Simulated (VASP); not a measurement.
Write the native input for VASP 6.6.1 that does the following.

| Item | Value |
| --- | --- |
| Task | single point |
| Functional | r2SCAN |
| Potentials or basis | VASP PAW PBE potentials, release 64 (Sn_d, Te) |
| Cutoff | 520 eV |
| k mesh | 8 × 8 × 8 |
| Occupations | fermi-dirac, width 0.02 eV |
| Spin | no spin polarisation |
| Dipole correction | no |
| Further INCAR settings | ALGO = Normal; EDIFF = 1e-06; NBANDS = 17 |

Crystal: SnTe.

```xyz
2
Lattice="-0.1343 3.1507 3.1507 3.1507 -0.1343 3.1507 3.1507 3.1507 -0.1343" Properties=species:S:1:pos:R:3 pbc="T T T"
Sn    0.0000    0.0000    0.0000
Te    3.0835    3.0835    3.0835
```

This cell differs from its parent crystal: epitaxial 111 strain +3.0%.

These files were run (other wordings do the same):

POSCAR

```
SnTe
1.0
   -0.1343357819      3.1506744739      3.1506744739
    3.1506744739     -0.1343357819      3.1506744739
    3.1506744739      3.1506744739     -0.1343357819
Sn Te
1 1
Direct
    0.0000000000      0.0000000000      0.0000000000
    0.5000000000      0.5000000000      0.5000000000
```

INCAR.step1

```
SYSTEM = SnTe
ALGO = Normal
EDIFF = 1E-4
ENCUT = 520
GGA = PE
ISMEAR = -1
LASPH = .TRUE.
LCHARG = .FALSE.
LREAL = .FALSE.
LWAVE = .TRUE.
NBANDS = 17
NELM = 60
PREC = Accurate
SIGMA = 0.02
```

INCAR.step2

```
SYSTEM = SnTe
ALGO = Normal
EDIFF = 1E-6
ENCUT = 520
ISIF = 2
ISMEAR = -1
ISTART = 1
LASPH = .TRUE.
LCHARG = .FALSE.
LMIXTAU = .TRUE.
LREAL = .FALSE.
LWAVE = .FALSE.
METAGGA = R2SCAN
NBANDS = 17
NELM = 60
PREC = Accurate
SIGMA = 0.02
```

KPOINTS

```
k-points
0
G
  8 8 8
  0 0 0
```

Potentials or basis: VASP PAW PBE potentials, release 64 (Sn_d, Te).

Run with:

```console
$ cat potpaw_PBE.64/Sn_d/POTCAR potpaw_PBE.64/Te/POTCAR > POTCAR
$ cp INCAR.step1 INCAR
$ mpirun -np 1 vasp_std > vasp.out
$ cp INCAR.step2 INCAR
$ mpirun -np 1 vasp_std > vasp.out
```

Results of the run:

```json
{
  "Pressure": "-1.2 GPa",
  "Band gap on the k mesh": "zero (bands 10 and 11 overlap by 0.23 eV)"
}
```

Caveat: the cell differs from its parent crystal (epitaxial 111 strain +3.0%); semilocal functionals underestimate gaps, and a narrow one can read as zero; the PAW data sets were made with another functional, which shifts forces and pressure a little; spin-orbit coupling is left out, which moves the levels of the heavy elements.

Run time: 90 s on 1 thread of Intel(R) Xeon(R) 6975P-C (Granite Rapids) (shared host), peak memory 0.27 GiB.
